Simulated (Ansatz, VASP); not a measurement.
Two plane-wave programs on SnSe

Contents of INCAR:

```
PREC = Accurate
ENCUT = 520
EDIFF = 1E-6
ISMEAR = 0
SIGMA = 0.02
LREAL = False
LASPH = True
NELM = 100
ALGO = Normal
ISIF = 2
LWAVE = False
LCHARG = True
GGA = PS
LELF = True
LVHAR = True
NBANDS = 28
```

File KPOINTS:

```
Automatic mesh
0
Gamma
  8 8 6
```

The input POSCAR:

```
SnSe
1.0
    2.1550000000     -5.8525000000      0.0000000000
    2.1550000000      5.8525000000      0.0000000000
    0.0000000000      0.0000000000      4.3180000000
Sn Se
2 2
Direct
    0.8929351270      0.1119372628      0.2302292728
    0.1200000000      0.8800000000      0.7500000000
    0.6440000000      0.3560000000      0.2500000000
    0.3560000000      0.6440000000      0.7500000000
```

Input for Ansatz:

```yaml
crystal:
  lattice:
    - [2.155, -5.8525, 0.0]
    - [2.155, 5.8525, 0.0]
    - [0.0, 0.0, 4.318]
  atoms:
    - { symbol: Sn, position: [0.892935127, 0.1119372628, 0.2302292728] }
    - { symbol: Sn, position: [0.12, 0.88, 0.75] }
    - { symbol: Se, position: [0.644, 0.356, 0.25] }
    - { symbol: Se, position: [0.356, 0.644, 0.75] }
basis:
  ecutwfc: 420
kpoints:
  mp_grid: { grid: [8, 8, 6] }
hamiltonian:
  xc: pbesol
scf:
  occupations: { method: gaussian, width: 0.02 }
output:
  forces: true
  stress: true
  eigenvalues: true
```

Change from the starting cell: one atom moved.

Alike in both runs: task single point; functional PBEsol; k mesh 8 × 8 × 6; occupations gaussian, width 0.02 eV; no spin polarisation.

```csv
,VASP,Ansatz
version,VASP 6.6.1,Ansatz 0.2.0
potentials or method,"VASP PAW PBE potentials, release 64 (Sn_d, Se), cutoff 520 eV","scalar-relativistic, plane waves, PAW"
valence electrons in the cell,40,60
```

|  | VASP | Ansatz | Ansatz less VASP |
| --- | --- | --- | --- |
| gap on the k mesh at the Fermi level (eV) | 0.22 | 0.23 | +0.012 |
| least direct gap on the mesh (eV) | 0.26 | 0.27 | +0.005 |
| pressure (GPa) | -3.9 | -4.0 | -0.02 |
| traceless stress, the component that is largest in VASP (GPa) | -0.19 | -0.19 | +0.003 |
| rms of the force components (eV/Å) | 0.254 | 0.259 | +0.0053 |

VASP's potentials were made for PBE, not for PBEsol. Atom by atom the forces differ by 0.006 eV/Å (rms over components). The functional is the same, so the differences come from potentials, cutoffs and numerics. VASP's potentials hold 40 valence electrons a cell and Ansatz's 60, so a difference there can come from the potentials and not from the codes.
